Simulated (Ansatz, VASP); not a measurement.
**SnO2 in VASP and in Ansatz**

INCAR

```
ALGO = Normal
EDIFF = 1E-6
ENCUT = 520
GGA = CA
ISIF = 2
ISMEAR = 0
LASPH = T
LCHARG = T
LELF = T
LREAL = F
LVHAR = T
LWAVE = F
NBANDS = 35
NELM = 80
PREC = Accurate
SIGMA = 0.05
```

File KPOINTS:

```
k-points
0
Gamma
  6 6 8
```

File POSCAR:

```
SnO2
1.0
    4.6504524040      0.0000000000      0.0000000000
    0.0000000000      4.6533827826      0.0000000000
    0.0000000000      0.0000000000      3.2857199819
Sn O
2 4
Direct
    0.5000000000      0.5000000000      0.5000000000
    0.0000000000      0.0000000000      0.0000000000
    0.3055669685      0.3065721192      0.0000000000
    0.8055669685      0.1934278808      0.5000000000
    0.1944330315      0.8065721192      0.5000000000
    0.6944330315      0.6934278808      0.0000000000
```

Input for Ansatz:

```yaml
crystal:
  lattice:
    - [4.650452404, 0.0, 0.0]
    - [0.0, 4.6533827826, 0.0]
    - [0.0, 0.0, 3.2857199819]
  atoms:
    - { symbol: Sn, position: [0.5, 0.5, 0.5] }
    - { symbol: Sn, position: [0.0, 0.0, 0.0] }
    - { symbol: O, position: [0.3055669685, 0.3065721192, 0.0] }
    - { symbol: O, position: [0.8055669685, 0.1934278808, 0.5] }
    - { symbol: O, position: [0.1944330315, 0.8065721192, 0.5] }
    - { symbol: O, position: [0.6944330315, 0.6934278808, 0.0] }
basis:
  ecutwfc: 420
kpoints:
  mp_grid: { grid: [6, 6, 8] }
hamiltonian:
  xc: lda
scf:
  occupations: { method: gaussian, width: 0.05 }
output:
  forces: true
  stress: true
  eigenvalues: true
```

Change from the starting cell: strain -0.015 along x and y, +0.030 along z, atoms carried along.

Alike in both runs: task single point; functional LDA; k mesh 6 × 6 × 8; occupations gaussian, width 0.05 eV; no spin polarisation.

|  | VASP | Ansatz |
| --- | --- | --- |
| version | VASP 6.6.1 | Ansatz 0.2.0 |
| potentials or method | VASP PAW LDA potentials, release 64 (Sn_d, O), cutoff 520 eV | scalar-relativistic, plane waves, PAW |
| valence electrons in the cell | 52 | 52 |

Ansatz gave:

* gap on the k mesh at the Fermi level (eV): 1.04
* least direct gap on the mesh (eV): 1.04
* pressure (GPa): -1.3
* traceless stress, the component that is largest in VASP (GPa): -6.45
* rms of the force components (eV/Å): 0.081

Estimate VASP's values.

gap on the k mesh at the Fermi level (eV): 1.08; least direct gap on the mesh (eV): 1.08; pressure (GPa): -0.3; traceless stress, the component that is largest in VASP (GPa): -6.28; rms of the force components (eV/Å): 0.081.

LDA's correlation is that of Perdew and Zunger in VASP and of Perdew and Wang (1992) in Ansatz. Atom by atom the forces differ by 0.000 eV/Å (rms over components).
